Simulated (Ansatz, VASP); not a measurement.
**One calculation of C, two programs**

Contents of INCAR:

```
ALGO     = Normal         # electronic algorithm
EDIFF    = 1E-6           # SCF threshold, eV
ENCUT    = 600            # plane-wave cutoff, eV
GGA      = PS             # functional
GGA_COMPAT= False        
ISIF     = 2              # what is computed and relaxed
ISMEAR   = 0              # smearing method
IVDW     = 12             # dispersion correction
LASPH    = True           # aspherical terms in the spheres
LCHARG   = True           # write CHGCAR
LELF     = True           # ELF
LREAL    = False          # projectors in reciprocal space
LVHAR    = True         
LWAVE    = False          # write WAVECAR
NBANDS   = 16             # bands
NELM     = 120            # most SCF steps
PREC     = Accurate       # precision mode
SIGMA    = 0.15           # smearing width, eV
```

File KPOINTS:

```
k-points
0
Gamma
  18 12 10
```

File POSCAR:

```
C
1.0
   -2.4576582504      0.0000000000      0.0000000000
    0.0000000000      0.0000000000     -3.5294825081
    0.0000000000     -4.2567889574      0.0000000000
C
4
Direct
    0.5000000000      0.0000000000      0.1737142324
    0.0000000000      0.0000000000      0.6596191010
    0.0000000000      0.0000000000      0.3262857676
    0.5000000000      0.0000000000      0.8403808990
```

Input for Ansatz:

```yaml
crystal:
  lattice:
    - [-2.4576582504, 0.0, 0.0]
    - [0.0, 0.0, -3.5294825081]
    - [0.0, -4.2567889574, 0.0]
  atoms:
    - { symbol: C, position: [0.5, 0.0, 0.1737142324] }
    - { symbol: C, position: [0.0, 0.0, 0.659619101] }
    - { symbol: C, position: [0.0, 0.0, 0.3262857676] }
    - { symbol: C, position: [0.5, 0.0, 0.840380899] }
basis:
  ecutwfc: 520.0
kpoints:
  mp_grid: { grid: [18, 12, 10] }
hamiltonian:
  xc: pbesol
  pseudopotentials: { kind: paw, azcp: { folder: soft_1 } }
  dispersion: d3bj
scf:
  occupations: { method: gaussian, width: 0.15 }
output:
  forces: true
  stress: true
  eigenvalues: true
```

Change from the starting cell: mode 8 frozen in at -0.030 Å and mode 12 at +0.000 Å (largest displacements).

Alike in both runs: task single point; functional PBEsol; dispersion D3(BJ); k mesh 18 × 12 × 10; occupations gaussian, width 0.15 eV; no spin polarisation.

```csv
,VASP,Ansatz
version,VASP 6.6.1,Ansatz 0.2.0
potentials or method,"VASP PAW PBE potentials, release 64 (C), cutoff 600 eV","scalar-relativistic, plane waves, PAW"
valence electrons in the cell,16,16
```

```tsv
	VASP	Ansatz	Ansatz less VASP
gap on the k mesh at the Fermi level (eV)	none	none	-
pressure (GPa)	0.9	0.6	-0.29
traceless stress, the component that is largest in VASP (GPa)	1.68	1.40	-0.285
rms of the force components (eV/Å)	1.376	1.377	+0.0012
```

VASP's potentials were made for PBE, not for PBEsol, and Ansatz warns of the same on its side. Atom by atom the forces differ by 0.002 eV/Å (rms over components). A gap of «none» marks a metal or a gap that the smearing closes.
